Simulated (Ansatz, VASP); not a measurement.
## Sr: VASP beside Ansatz

Contents of INCAR:

```
SYSTEM = Sr
PREC = Accurate
ENCUT = 520
EDIFF = 1E-6
ISMEAR = 1
SIGMA = 0.02
LREAL = .FALSE.
LASPH = .TRUE.
NELM = 100
ALGO = Normal
ISIF = 2
LWAVE = .FALSE.
LCHARG = .FALSE.
GGA = PS
NBANDS = 28
```

Contents of KPOINTS:

```
Automatic mesh
0
G
  4 4 4
  0 0 0
```

The input POSCAR:

```
Sr
1.0
   -4.1951406545      4.1951406545      3.6083253684
    4.1951406545     -4.1951406545      3.6083253684
    4.1951406545      4.1951406545     -3.6083253684
Sr
4
Direct
    0.1645500000      0.6645500000      0.8291000000
    0.8354500000      0.3354500000      0.1709000000
    0.6645500000      0.8354500000      0.5000000000
    0.3354500000      0.1645500000      0.5000000000
```

Input for Ansatz:

```yaml
crystal:
  lattice:
    - [-4.195140654470942, 4.195140654470942, 3.6083253683583525]
    - [4.195140654470942, -4.195140654470942, 3.6083253683583525]
    - [4.195140654470942, 4.195140654470942, -3.6083253683583525]
  atoms:
    - { symbol: Sr, position: [0.16455, 0.66455, 0.8291] }
    - { symbol: Sr, position: [0.83545, 0.33545, 0.1709] }
    - { symbol: Sr, position: [0.66455, 0.83545, 0.5] }
    - { symbol: Sr, position: [0.33545, 0.16455, 0.5] }
basis:
  ecutwfc: 421.77648681281397
kpoints:
  mp_grid:
    grid: [4, 4, 4]
hamiltonian:
  xc: pbesol
scf:
  occupations:
    method: cold
    width: 0.02
output:
  stress: true
```

Alike in both runs: task single point; functional PBEsol; k mesh 4 × 4 × 4; no spin polarisation.

```csv
,VASP,Ansatz
version,VASP 6.6.1,Ansatz 0.2.0
potentials or method,"VASP PAW PBE potentials, release 64 (Sr_sv), cutoff 520 eV","plane waves, PAW"
occupations,"methfessel-paxton of order 1, width 0.02 eV","cold, width 0.02 eV"
valence electrons in the cell,40,40
```

VASP gave:

```
pressure (GPa)                                                : -1.1
traceless stress, the component that is largest in VASP (GPa) : -0.09
```

Q: Estimate Ansatz's values.

A: Pressure (GPa): -1.1; traceless stress, the component that is largest in VASP (GPa): -0.07.

VASP's potentials were made for PBE, not for PBEsol.
